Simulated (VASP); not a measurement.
Runs of VASP 6.6.1 on Mg. The structure is that of space group Fm-3m (No. 225), or close to it. The cells are those of the table. 

```csv
cell,gap on the mesh (eV),pressure (GPa)
"a = 2.973 Å, angles 60.3°, 1 atom",none,(b)
"a = 3.003 Å, angles 60.3°, 1 atom",none,5.7
"a = 3.076 Å, angles 60.5°, 1 atom",none,1.7
"a = 3.122 Å, angles 60.6°, 1 atom",none,(a)
"a = 3.037 Å, angles 60.4°, 1 atom",none,3.7
```

Alike in all rows: task single point; level LDA; potentials or basis VASP PAW LDA potentials, release 64 (Mg); no spin polarisation; k mesh 11 × 11 × 11, shifted; cutoff (eV) 520; smearing fermi-dirac 0.1 eV.

Estimate the missing entries.

(a) -0.3; (b) 7.7.

A gap of «none» marks levels without a gap at the run's occupations.
